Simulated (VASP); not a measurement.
A run of VASP 6.6.1:

File INCAR:

```
PREC     = Accurate       # precision mode
ENCUT    = 500            # plane-wave cutoff, eV
EDIFF    = 1E-6           # SCF threshold, eV
ISMEAR   = 0              # smearing method
SIGMA    = 0.1            # smearing width, eV
LREAL    = F              # projectors in reciprocal space
LASPH    = T              # aspherical terms in the spheres
NELM     = 120            # most SCF steps
ALGO     = Normal         # electronic algorithm
ISIF     = 2              # what is computed and relaxed
LWAVE    = F              # write WAVECAR
LCHARG   = F              # write CHGCAR
GGA      = PE             # functional
NBANDS   = 20             # bands
GGA_COMPAT= F
```

File KPOINTS:

```
regular mesh
0
Gamma
  4 4 4
```

Contents of POSCAR:

```
Te
1.0
    2.5943436828     -4.8606231578      0.0000000000
    2.5943436828      4.8606231578      0.0000000000
    0.0000000000      0.0000000000      5.7221653224
Te
4
Direct
    0.1377029106      0.8622970894      0.0758746840
    0.6377029106      0.3622970894      0.4241253160
    0.8622970894      0.1377029106      0.9241253160
    0.3622970894      0.6377029106      0.5758746840
```

Potentials or basis: VASP PAW PBE potentials, release 64 (Te).

The run is started by

```console
$ cat potpaw_PBE.64/Te/POTCAR > POTCAR
$ mpirun -np 1 vasp_std > vasp.out
```

Hardware: 1 thread of AMD EPYC 7R13 (shared host).

Problem. Estimate the wall time of this run.

Solution. Wall time 57 s on 1 thread of AMD EPYC 7R13, on a shared host, peak memory 0.22 GiB. Counts: scf iterations 11, k points 21.
